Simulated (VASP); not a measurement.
# CsH (I4mm) in VASP: a series of runs

Runs on CsH. Level: LDA. Tasks: single point.

Everything below comes from runs of VASP 6.6.1. Logs are shortened: lines on timing, memory, paths and dates and some standing lists are left out, and cuts for length are marked.

**1. The cell of the first run**

Symmetry: I4mm, No. 107, tetragonal system. Conventional cell: a = 4.509 Å, b = 4.509 Å, c = 6.376 Å, α = 90.00°, β = 90.00°, γ = 90.00°. Cs (site symmetry 4mm) has 5 H at 2.69 to 3.23 Å within 3.5 Å. H (site symmetry 4mm) has 5 Cs at 2.69 to 3.23 Å within 3.5 Å.

**2. Single point, LDA (all Cs atoms moved -0.500 Å, as atom 1 along Cartesian [0 0 1])**

INCAR

```
PREC = Accurate
ENCUT = 520
EDIFF = 1E-6
ISMEAR = 0
SIGMA = 0.05
LREAL = False
LASPH = True
NELM = 80
ALGO = Normal
ISIF = 2
LWAVE = False
LCHARG = False
NBANDS = 12
```

KPOINTS

```
regular mesh
0
Gamma
  8 8 8
```

POSCAR

```
CsH
1.0
    0.0000000000      3.1880000000      3.1880000000
    3.1880000000      0.0000000000      3.1880000000
    3.1880000000      3.1880000000      0.0000000000
Cs H
1 1
Direct
   -0.0784190715     -0.0784190715      0.0784190715
    0.5000000000      0.5000000000      0.5000000000
```

Potentials or basis: VASP PAW LDA potentials, release 64 (Cs_sv, H).

On the command line:

```console
$ cat potpaw_LDA.64/Cs_sv/POTCAR potpaw_LDA.64/H/POTCAR > POTCAR
$ mpirun -np 1 vasp_std > vasp.out
```

OUTCAR:

```text
PREC = Accurate
   ENCUT = 520
   EDIFF = 1E-6
   ISMEAR = 0
   LREAL = False
   LASPH = True
   NELM = 80
   ISIF = 2

 ion  position               nearest neighbor table
   1  0.922  0.922  0.078-
   2  0.500  0.500  0.500-

  LATTYP: Found a face centered cubic cell.
 ALAT       =     6.3760000000

  Lattice vectors:

 A1 = (   0.0000000000,   3.1880000000,   3.1880000000)
 A2 = (   3.1880000000,   0.0000000000,   3.1880000000)
 A3 = (   3.1880000000,   3.1880000000,   0.0000000000)

Analysis of symmetry for initial positions (statically):
=====================================================================
 Subroutine PRICEL returns:
 Original cell was already a primitive cell.

 Routine SETGRP: Setting up the symmetry group for a
 face centered cubic supercell.

 Subroutine GETGRP returns: Found  8 space group operations
 (whereof  8 operations were pure point group operations)
 out of a pool of 48 trial point group operations.

The static configuration has the point symmetry C_4v.

Analysis of symmetry for dynamics (positions and initial velocities):
=====================================================================
 Subroutine PRICEL returns:
 Original cell was already a primitive cell.

 Routine SETGRP: Setting up the symmetry group for a
 face centered cubic supercell.

 Subroutine GETGRP returns: Found  8 space group operations
 (whereof  8 operations were pure point group operations)
 out of a pool of 48 trial point group operations.

The dynamic configuration has the point symmetry C_4v.

 Subroutine INISYM returns: Found  8 space group operations
 (whereof  8 operations are pure point group operations),
 and found     1 'primitive' translations

----------------------------------------------------------------------------------------

                                     Primitive cell

  volume of cell :      64.8015

  direct lattice vectors                    reciprocal lattice vectors
     0.000000000  3.188000000  3.188000000    -0.156838143  0.156838143  0.156838143
     3.188000000  0.000000000  3.188000000     0.156838143 -0.156838143  0.156838143
     3.188000000  3.188000000  0.000000000     0.156838143  0.156838143 -0.156838143

  length of vectors
     4.508512837  4.508512837  4.508512837     0.271651632  0.271651632  0.271651632

  position of ions in fractional coordinates (direct lattice)
     0.921580928  0.921580928  0.078419072
     0.500000000  0.500000000  0.500000000

  ion indices of the primitive-cell ions
   primitive index   ion index
                 1           1
                 2           2

----------------------------------------------------------------------------------------

 KPOINTS: regular mesh

Automatic generation of k-mesh.
 Grid dimensions read from file:
 generate k-points for:    8    8    8

 Generating k-lattice:

  Cartesian coordinates                     Fractional coordinates (reciprocal lattice)
    -0.019604768  0.019604768  0.019604768     0.125000000  0.000000000  0.000000000
     0.019604768 -0.019604768  0.019604768     0.000000000  0.125000000  0.000000000
     0.019604768  0.019604768 -0.019604768     0.000000000  0.000000000  0.125000000

  Length of vectors
     0.033956454  0.033956454  0.033956454

  Shift w.r.t. Gamma in fractional coordinates (k-lattice)
     0.000000000  0.000000000  0.000000000

 Subroutine IBZKPT returns following result:
 ===========================================

 Found     59 irreducible k-points:

 Following reciprocal coordinates:
            Coordinates               Weight
  0.000000  0.000000  0.000000      1.000000
  0.125000  0.000000  0.000000      8.000000
  0.250000  0.000000  0.000000      8.000000
  0.375000  0.000000  0.000000      8.000000
  0.500000  0.000000  0.000000      4.000000
  0.125000  0.125000  0.000000      2.000000
[... 16 lines left out ...]
  0.000000  0.375000  0.250000     16.000000
  0.500000  0.250000  0.000000      8.000000
 [... further k-points ...]
   k-points           NKPTS =     59   k-points in BZ     NKDIM =     59   number of bands    NBANDS=     12
   number of dos      NEDOS =    301   number of ions     NIONS =      2
   total plane-waves  NPLWV =  46656
   dimension x,y,z NGX =    36 NGY =   36 NGZ =   36
   dimension x,y,z NGXF=    72 NGYF=   72 NGZF=   72
   ions per type =               1   1
   NGX,Y,Z   is equivalent  to a cutoff of  13.27, 13.27, 13.27 a.u.
   NGXF,Y,Z  is equivalent  to a cutoff of  26.55, 26.55, 26.55 a.u.
 SYSTEM =  unknown system
   PREC   = accura    normal or accurate (medium, high low for compatibility)
   ISTART =      0    job   : 0-new  1-cont  2-samecut
   ICHARG =      2    charge: 1-file 2-atom 10-const
   ISPIN  =      1    spin polarized calculation?
   LNONCOLLINEAR =      F non collinear calculations
   LSORBIT =      F    spin-orbit coupling
   LASPH  =      T    aspherical Exc in radial PAW
   ENCUT  =  520.0 eV  38.22 Ry    6.18 a.u.   8.38  8.38  8.38*2*pi/ulx,y,z
   NELM   =     80;   NELMIN=  2; NELMDL= -5     # of ELM steps
   EDIFF  = 0.1E-05   stopping-criterion for ELM
   LREAL  =      F    real-space projection
   EDIFFG = 0.1E-04   stopping-criterion for IOM
   NSW    =      0    number of steps for IOM
   IBRION =     -1    ionic relax: 0-MD 1-quasi-New 2-CG
   NFREE  =      0    steps in history (QN), initial steepest desc. (CG)
   ISIF   =      2    stress and relaxation
   ISYM   =      2    0-nonsym 1-usesym 2-fastsym
   POTIM  = 0.5000    time-step for ionic-motion
   TEBEG  =    0.0;   TEEND  =   0.0 temperature during run
   PSTRESS=    0.0 pullay stress
   NELECT =      10.0000    total number of electrons
   NUPDOWN=      -1.0000    fix difference up-down
   EMIN   =  10.00;   EMAX   =-10.00  energy-range for DOS
   EFERMI =   0.00;   METHOD = LEGACY
   ISMEAR =     0;   SIGMA  =   0.05  broadening in eV -4-tet -1-fermi 0-gaus
   EFERMI_NEDOS =   21; number of points for ismear=-14 and -15
   IALGO  =     38    algorithm
   IMIX   =      4    mixing-type and parameters
     AMIX     =   0.40;   BMIX     =  1.00
     AMIX_MAG =   1.60;   BMIX_MAG =  1.00
  volume/ion in A,a.u.               =      32.40       218.65
  Fermi-wavevector in a.u.,A,eV,Ry     =   0.878105  1.659378 10.491026  0.771069
  Thomas-Fermi vector in A             =   1.998146
   LORBIT       =      0    0 simple, 1 ext, 2 COOP (PROOUT), +10 PAW based schemes
   GGA     = CA    functional components
   LHFCALC =     F    Hartree Fock is set to
   AEXX    =    0.0000 exact exchange contribution
   IVDW    =     0    specifies the selected vdW correction
   LEPSILON=     F    determine dielectric tensor
   LRPA    =     F    only Hartree local field effects (RPA)
 non-spin polarized calculation
 Gauss-broadening in eV      SIGMA  =   0.05
  energy-cutoff  :      520.00
  volume of cell :       64.80
 maximum number of plane-waves:      1807
 NGX is ok and might be reduce to    36
   NGX = 17   NGY = 17   NGZ = 17

 number of electron      10.0000001 magnetization

 Free energy of the ion-electron system (eV)
  ---------------------------------------------------
  ext. energy  EPLUGINS =         0.00000000
  ---------------------------------------------------
  free energy    TOTEN  =        -4.81248407 eV

  energy without entropy =       -4.81248407  energy(sigma->0) =       -4.81248407

 E-fermi :   0.2431     XC(G=0):  -7.5082

 val. band max:       -0.0477845063   @ k =   0.5000   0.0000   0.0000
 cond. band min:       2.0967657686   @ k =   0.5000   0.0000   0.0000
 fundamental gap:      2.1445502748
 Fermi energy:         0.2431026171

 k-point     1 :       0.0000    0.0000    0.0000
  band No.  band energies     occupation
      1     -21.3809      2.00000
      2      -7.8416      2.00000
      3      -7.8386      2.00000
      4      -7.8386      2.00000
      5      -1.7978      2.00000
      6       4.9766      0.00000
      7       4.9766      0.00000
      8       5.0288      0.00000
      9       5.3132      0.00000
     10       6.8380      0.00000
     11       6.9101      0.00000
     12       8.5202      0.00000

 k-point     2 :       0.1250    0.0000    0.0000
  band No.  band energies     occupation
      1     -21.3691      2.00000
      2      -7.9907      2.00000
      3      -7.8535      2.00000
      4      -7.8533      2.00000
      5      -1.5471      2.00000
      6       4.3711      0.00000
      7       5.0179      0.00000
      8       5.0950      0.00000
      9       5.3909      0.00000
     10       6.5297      0.00000
     11       6.7989      0.00000
     12       9.2088      0.00000

 k-point     3 :       0.2500    0.0000    0.0000
  band No.  band energies     occupation
      1     -21.3407      2.00000
      2      -8.3186      2.00000
      3      -7.8888      2.00000
      4      -7.8868      2.00000
      5      -0.9550      2.00000
      6       3.3277      0.00000
      7       4.8691      0.00000
      8       5.0548      0.00000
      9       5.8651      0.00000
     10       6.6011      0.00000
     11       6.7420      0.00000
     12      10.6376      0.00000
[... 286 lines left out ...]
 k-point    23 :       0.0000    0.3750    0.2500
  band No.  band energies     occupation
      1     -21.3048      2.00000
      2      -8.4425      2.00000
      3      -8.0597      2.00000
      4      -8.0296      2.00000
      5      -0.8243      2.00000
      6       3.3195      0.00000
      7       4.0261      0.00000
      8       5.6981      0.00000
      9       6.4135      0.00000
     10       7.6790      0.00000
     11       8.1021      0.00000
     12      10.5187      0.00000

 k-point    24 :       0.5000    0.2500    0.0000
  band No.  band energies     occupation
      1     -21.2867      2.00000
      2      -8.5622      2.00000
      3      -8.1646      2.00000
      4      -8.0328      2.00000
      5      -0.5620      2.00000
      6       3.0242      0.00000
      7       4.1747      0.00000
      8       5.6469      0.00000
      9       6.6643      0.00000
     10       8.4262      0.00000
     11       8.6449      0.00000
     12       9.4586      0.00000

 [... further k-points ...]

------------------------ aborting loop because EDIFF is reached ----------------------------------------

  FORCE on cell =-STRESS in cart. coord.  units (eV):
  Direction    XX          YY          ZZ          XY          YZ          ZX
  --------------------------------------------------------------------------------------
  -------------------------------------------------------------------------------------
  Total       -0.5994950     -0.5994950      0.4257383      0.0000000      0.0000000      0.0000000
  in kB      -14.8221504    -14.8221504     10.5261211      0.0000000      0.0000000      0.0000000
  external PRESSURE =      -6.3727266 kB  Pullay stress =       0.0000000 kB

 VOLUME and BASIS-vectors are now :
 -----------------------------------------------------------------------------
  energy-cutoff  :      520.00
  volume of cell :       64.80
      direct lattice vectors                 reciprocal lattice vectors
     0.000000000  3.188000000  3.188000000    -0.156838143  0.156838143  0.156838143
     3.188000000  0.000000000  3.188000000     0.156838143 -0.156838143  0.156838143
     3.188000000  3.188000000  0.000000000     0.156838143  0.156838143 -0.156838143

 POSITION                                       TOTAL-FORCE (eV/Angst)
 -----------------------------------------------------------------------------------
      3.18800      3.18800      5.87600         0.000000      0.000000      0.406881
      3.18800      3.18800      3.18800         0.000000      0.000000     -0.406881
 -----------------------------------------------------------------------------------
    total drift:                                0.000000      0.000000      0.000098

  FREE ENERGIE OF THE ION-ELECTRON SYSTEM (eV)
  ---------------------------------------------------
  free  energy   TOTEN  =        -4.8124840727 eV

  energy  without entropy=       -4.8124840727  energy(sigma->0) =       -4.81248407
```

Wall time 40 s (1 thread of AMD EPYC 7R13 (Zen 3), shared host); peak memory 0.17 GiB.

Results:

| Property | Result |
| --- | --- |
| Free energy | -4.8125 eV |
| Pressure | -0.6 GPa |
| Largest force | 0.407 eV/Å |
| Band gap on the k mesh | 2.14 eV |

Forces on the atoms (eV/Å):
```
Cs   0.000  0.000  0.407
H    0.000  0.000 -0.407
```

Levels at points of the mesh, in eV from the valence-band top:
```
           k point  band 2  band 3  band 4  band 5  band 6  band 7  band 8  band 9
(0.00, 0.00, 0.00)   -7.79   -7.79   -7.79   -1.75    5.02    5.02    5.08    5.36
(0.50, 0.00, 0.00)   -8.68   -7.89   -7.89    0.00    2.14    4.65    4.65    7.14
(0.50, 0.50, 0.00)   -8.57   -8.08   -8.08   -1.04    2.94    5.09    8.18    8.18
(0.00, 0.50, 0.50)   -8.54   -8.09   -8.07   -1.07    2.90    5.39    6.73    8.25
```

Caveat: the cell differs from its parent crystal (all Cs atoms moved -0.500 Å, as atom 1 along Cartesian [0 0 1]); spin-orbit coupling is left out, which moves the levels of the heavy elements. A k mesh can miss the band edges.

**3. Single point, LDA (all Cs atoms moved +0.375 Å, as atom 1 along Cartesian [0 0 1])**

INCAR

```
  PREC = Accurate
  ENCUT = 520
  EDIFF = 1E-6
  ISMEAR = 0
  SIGMA = 0.05
  LREAL = F
  LASPH = T
  NELM = 100
  ALGO = Normal
  ISIF = 2
  LWAVE = F
  LCHARG = T
  GGA = CA
  LELF = T
  LVHAR = T
  NBANDS = 12
```

KPOINTS is that of step 2.

POSCAR, as its differences from that of step 2:

```diff
@@ -8,3 +8,3 @@
 Direct
-   -0.0784190715     -0.0784190715      0.0784190715
+    0.0588143036      0.0588143036     -0.0588143036
     0.5000000000      0.5000000000      0.5000000000
```

Potentials or basis: VASP PAW LDA potentials, release 64 (Cs_sv, H).

On the command line:

```console
$ cat potpaw_LDA.64/Cs_sv/POTCAR potpaw_LDA.64/H/POTCAR > POTCAR
$ mpirun -np 1 vasp_std > vasp.out
```

Wall time 38 s (1 thread of AMD EPYC 7R13 (Zen 3), shared host); peak memory 0.17 GiB.

It converged, with:

```
Free energy            : -4.8526 eV
Pressure               : -0.9 GPa
Largest force          : 0.246 eV/Å
Band gap on the k mesh : 2.06 eV
```

Forces on the atoms (eV/Å):
```
Cs   0.000  0.000 -0.246
H    0.000  0.000  0.246
```

Stress tensor (GPa, compression positive):
```
-1.39  0.00  0.00
 0.00 -1.39  0.00
 0.00  0.00  0.02
```

Levels at points of the mesh, in eV from the valence-band top:
```
           k point  band 3  band 4  band 5  band 6  band 7  band 8
(0.00, 0.00, 0.00)   -7.83   -7.83   -1.80    5.01    5.01    5.04
(0.50, 0.00, 0.00)   -7.93   -7.92    0.00    2.06    4.61    4.61
(0.50, 0.50, 0.00)   -8.11   -8.11   -1.11    2.91    5.17    8.14
(0.00, 0.50, 0.50)   -8.12   -8.11   -1.13    2.88    5.36    6.99
```

Caveat: the cell differs from its parent crystal (all Cs atoms moved +0.375 Å, as atom 1 along Cartesian [0 0 1]); spin-orbit coupling is left out, which moves the levels of the heavy elements.

**4. Single point, LDA (all Cs atoms moved -0.250 Å, as atom 1 along Cartesian [0 0 1])**

INCAR

```
PREC     = Accurate       # precision mode
ENCUT    = 520            # plane-wave cutoff, eV
EDIFF    = 1E-7           # SCF threshold, eV
ISMEAR   = 0              # smearing method
SIGMA    = 0.05           # smearing width, eV
LREAL    = False          # projectors in reciprocal space
LASPH    = True           # aspherical terms in the spheres
NELM     = 60             # most SCF steps
ALGO     = Normal         # electronic algorithm
ISIF     = 2              # what is computed and relaxed
LWAVE    = False          # write WAVECAR
LCHARG   = True           # write CHGCAR
GGA      = CA             # functional
LELF     = True           # ELF
LVHAR    = True         
NBANDS   = 12             # bands
```

KPOINTS

```
Automatic mesh
0
Gamma
  8 8 8
```

POSCAR, as its differences from that of step 3:

```diff
@@ -8,3 +8,3 @@
 Direct
-    0.0588143036      0.0588143036     -0.0588143036
+   -0.0392095358     -0.0392095358      0.0392095358
     0.5000000000      0.5000000000      0.5000000000
```

On the command line:

```console
$ cat potpaw_LDA.64/Cs_sv/POTCAR potpaw_LDA.64/H/POTCAR > POTCAR
$ mpirun -np 1 vasp_std > vasp.out
```

Wall time 38 s (1 thread of AMD EPYC 7R13 (Zen 3), shared host); peak memory 0.17 GiB.

It converged, with:

```yaml
Free_energy: -4.8761 eV
Pressure: -1.1 GPa
Largest_force: 0.136 eV/Å
Band_gap_on_the_k_mesh: 2.00 eV
```

Forces in eV/Å, atoms in the order of the input:
```
Cs   0.000  0.000  0.136
H    0.000  0.000 -0.136
```

Stress tensor (GPa, compression positive):
```
-1.31  0.00  0.00
 0.00 -1.31  0.00
 0.00  0.00 -0.69
```

Levels at points of the mesh, in eV from the valence-band top:
```tsv
k point	band 2	band 3	band 4	band 5	band 6	band 7	band 8	band 9
(0.00, 0.00, 0.00)	-7.86	-7.86	-7.86	-1.84	5.00	5.00	5.01	5.60
(0.50, 0.00, 0.00)	-8.74	-7.96	-7.96	0.00	2.00	4.58	4.58	7.03
(0.50, 0.50, 0.00)	-8.62	-8.15	-8.15	-1.17	2.88	5.24	8.01	8.11
(0.00, 0.50, 0.50)	-8.61	-8.15	-8.15	-1.18	2.87	5.34	7.28	8.13
```

Caveat: the cell differs from its parent crystal (all Cs atoms moved -0.250 Å, as atom 1 along Cartesian [0 0 1]); spin-orbit coupling is left out, which moves the levels of the heavy elements.

(Continued in part 2 of 2.)
